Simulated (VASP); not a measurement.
Input of a VASP 6.6.1 run:

Contents of INCAR:

```
  PREC = Accurate
  ENCUT = 600
  EDIFF = 1E-6
  ISMEAR = 0
  SIGMA = 0.2
  LREAL = F
  LASPH = T
  NELM = 60
  ALGO = Normal
  ISIF = 3
  LWAVE = F
  LCHARG = F
  GGA = PE
  IBRION = 2
  NSW = 36
  EDIFFG = -0.08
```

KPOINTS

```
Automatic mesh
0
Gamma
  5 5 2
```

File POSCAR:

```
Al3Si2N3
1.0
    3.3200000000      0.0000000000      0.0000000000
    0.0000000000      3.3200000000      0.0000000000
    0.0000000000      0.0000000000      9.3800000000
Al Si N
3 2 3
Direct
    0.5000000000      0.5000000000      0.2500000000
    0.0000000000      0.0000000000      0.5000000000
    0.5000000000      0.5000000000      0.7500000000
    0.0000000000      0.0000000000      0.0000000000
    0.5000000000      0.0000000000      0.1250000000
    0.0000000000      0.5000000000      0.3750000000
    0.5000000000      0.0000000000      0.6250000000
    0.0000000000      0.5000000000      0.8750000000
```

Potentials or basis: VASP PAW PBE potentials, release 64 (Al, Si, N).

Launch:

```bash
$ cat potpaw_PBE.64/Al/POTCAR potpaw_PBE.64/Si/POTCAR potpaw_PBE.64/N/POTCAR > POTCAR
$ mpirun -np 1 vasp_std > vasp.out
```

Q: Predict the relaxed cell.

A: a = 3.373 Å, b = 3.145 Å, c = 9.485 Å, α = 90.00°, β = 90.00°, γ = 90.00°.

Q: Estimate the space group after relaxing (to 0.1 Å).

A: Pmm2 (No. 25).

Step by step:
| step | energy change (eV) | largest force (eV/Å) | pressure (GPa) | volume (Å³) |
| --- | --- | --- | --- | --- |
| 1 | 0.0000 | 9.0034 | 7.73 | 103.39 |
| 2 | -2.4923 | 2.6741 | -11.03 | 113.01 |
| 3 | -2.6022 | 2.3586 | -8.94 | 111.18 |
| 4 | -3.5151 | 2.1341 | -0.35 | 101.55 |
| 5 | -3.5338 | 2.1992 | 1.67 | 100.10 |
| 6 | -3.8630 | 1.1288 | 3.12 | 98.86 |
| 7 | -3.8652 | 1.0922 | 3.29 | 98.75 |
| 8 | -3.9108 | 0.4680 | -2.25 | 102.13 |
| 9 | -3.9266 | 0.2385 | -0.49 | 100.97 |
| 10 | -3.9319 | 0.1264 | 0.05 | 100.63 |
| 11 | -3.9322 | 0.1549 | 0.21 | 100.54 |
| 12 | -3.9339 | 0.0545 | 0.13 | 100.64 |

Caveat: the k points lie up to 0.40 Å⁻¹ apart in the final cell, too coarse for converged energies and pressures of a metal; the relaxation stopped at a loose force limit of 0.08 eV/Å, so its end isn't a converged minimum.
